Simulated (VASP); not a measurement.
## Na5H: relaxation of cell and atoms with PBE

Crystal: Na5H.

```
Na H
1.0
     7.99909    0.00000    0.00000
    -3.99954    6.92741    0.00000
     0.00000    0.00000    3.36309
Na H
5 1
Direct
  0.00000 0.76896 0.00000
  0.76896 0.00000 0.00000
  0.23104 0.23104 0.00000
  0.66667 0.33333 0.50000
  0.33333 0.66667 0.50000
  0.00000 0.00000 0.50000
```

The cell was generated, and may not be a known phase.

```json
{"Program": "VASP 6.6.1", "Task": "relaxation of cell and atoms", "Functional": "PBE", "Potentials or basis": "VASP PAW PBE potentials, release 64 (Na_pv, H)", "Cutoff": "600 eV", "k mesh": "6 × 6 × 12", "Occupations": "gaussian, width 0.1 eV", "Spin": "no spin polarisation", "Dipole correction": "no", "Further INCAR settings": "ALGO = Normal; EDIFF = 1e-06; IBRION = 2; EDIFFG = -0.01; NSW = 100; ISIF = 3"}
```

The relaxed volume is 31.27 Å³/atom and the relaxed cell is a = 7.948 Å, b = 7.948 Å, c = 3.430 Å, α = 90.00°, β = 90.00°, γ = 120.00°. The space group after relaxing (to 0.1 Å) is P-62m (No. 189) and the energy gained by relaxing is 1.0 meV/atom. The ionic steps are 10, the pressure after relaxing is 0.0 GPa and the largest force after relaxing is 0.006 eV/Å. The band gap on the k mesh is zero (bands 18 and 19 overlap by 2.13 eV).

Forces on the atoms (eV/Å):
```
Na   0.003 -0.005  0.000
Na  -0.006  0.000  0.000
Na   0.003  0.005  0.000
Na   0.000  0.000  0.000
Na   0.000  0.000  0.000
H    0.000  0.000  0.000
```

The path:
```tsv
step	energy change (eV)	largest force (eV/Å)	pressure (GPa)	volume (Å³)
1	0.0000	0.0209	0.14	186.36
2	-0.0022	0.0211	0.11	187.11
3	-0.0047	0.0242	0.03	188.47
4	-0.0041	0.0284	-0.13	191.16
5	-0.0053	0.0261	-0.06	189.66
6	-0.0053	0.0261	-0.05	189.53
7	-0.0056	0.0216	-0.03	189.20
8	-0.0061	0.0120	0.00	188.24
9	-0.0058	0.0097	0.06	186.31
10	-0.0062	0.0059	0.01	187.63
```

Final structure:
```xyz
6
Lattice="7.9478 0.0000 0.0000 -3.9739 6.8830 0.0000 0.0000 0.0000 3.4299" Properties=species:S:1:pos:R:3 pbc="T T T"
Na    4.9004    5.2781    0.0000
Na    6.0946    0.0000    0.0000
Na    0.9266    1.6048    0.0000
Na    3.9739    2.2943    1.7149
Na    0.0000    4.5886    1.7149
H     0.0000    0.0000    1.7149
```

Levels at points of the mesh, in eV from the Fermi level:
```csv
k point,band 16,band 17,band 18,band 19,band 20,band 21
"(0.00, 0.00, 0.00)",-4.64,-2.20,-0.20,-0.20,-0.03,0.12
"(0.50, 0.00, 0.00)",-4.52,-2.39,-1.50,-0.81,0.82,2.15
"(0.00, 0.00, 0.50)",-3.13,-0.07,0.83,2.44,2.44,2.44
"(0.50, 0.00, 0.50)",-3.11,0.69,0.71,0.82,1.66,1.97
```

Wall time 8.4 min on 1 thread of Intel(R) Xeon(R) 6975P-C (Granite Rapids), on a shared host, peak memory 0.46 GiB.

Caveat: the highest band is partly filled, so the run has too few bands.
